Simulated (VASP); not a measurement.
A run of VASP 6.6.1:

INCAR

```
SYSTEM = Zr3SiO
  PREC = Accurate
  ENCUT = 600
  EDIFF = 1E-7
  ISMEAR = 0
  SIGMA = 0.1
  LREAL = .False.
  LASPH = .True.
  NELM = 60
  ALGO = Normal
  ISIF = 3
  LWAVE = .False.
  LCHARG = .False.
  GGA = PE
  IBRION = 2
  NSW = 90
  EDIFFG = -0.04
```

The input KPOINTS:

```
regular mesh
0
Gamma
  6 6 6
  0 0 0
```

POSCAR

```
Zr3SiO
1.0
    2.5424495600      1.4678839400      4.0704837000
   -2.5424495600      1.4678839400      4.0704837000
    0.0000000000     -2.9357678700      4.0704837000
Zr Si O
3 1 1
Direct
    0.0000000000      0.0000000000      0.5000000000
    0.5000000000      0.0000000000      0.0000000000
    0.0000000000      0.5000000000      0.0000000000
    0.5000000000      0.5000000000      0.5000000000
    0.0000000000      0.0000000000      0.0000000000
```

Potentials or basis: VASP PAW PBE potentials, release 64 (Zr_sv, Si, O).

Command:

```console
$ cat potpaw_PBE.64/Zr_sv/POTCAR potpaw_PBE.64/Si/POTCAR potpaw_PBE.64/O/POTCAR > POTCAR
$ mpirun -np 1 vasp_std > vasp.out
```

Hardware: 1 thread of Intel Xeon 8259CL, on a shared host.

Q: Estimate the wall time of this run.

A: Run time: 28 min on 1 thread of Intel Xeon 8259CL, on a shared host, peak memory 0.33 GiB. Counts: scf iterations 180, k points 32, ion steps 16.
